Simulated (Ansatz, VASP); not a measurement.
# One calculation of Ba, two programs

```
CELL_PARAMETERS angstrom
0.00000 3.23267 3.23267
3.23267 0.00000 3.23267
3.23267 3.23267 0.00000
ATOMIC_POSITIONS crystal
Ba 0.00000 0.00000 0.00000
```

Alike in both runs: task single point; functional LDA; k mesh 14 × 14 × 14; occupations gaussian, width 0.15 eV; no spin polarisation.

```csv
,VASP,Ansatz
version,VASP 6.6.1,Ansatz 0.2.0
potentials or method,"VASP PAW LDA potentials, release 64 (Ba_sv), cutoff 520 eV","scalar-relativistic, plane waves, PAW"
valence electrons in the cell,10,10
```

|  | VASP | Ansatz | Ansatz less VASP |
| --- | --- | --- | --- |
| gap on the k mesh at the Fermi level (eV) | none | none | - |
| pressure (GPa) | -1.5 | -1.6 | -0.05 |

LDA's correlation is that of Perdew and Zunger in VASP and of Perdew and Wang (1992) in Ansatz. A gap of «none» marks a metal or a gap that the smearing closes.

Spin-orbit coupling is off throughout.
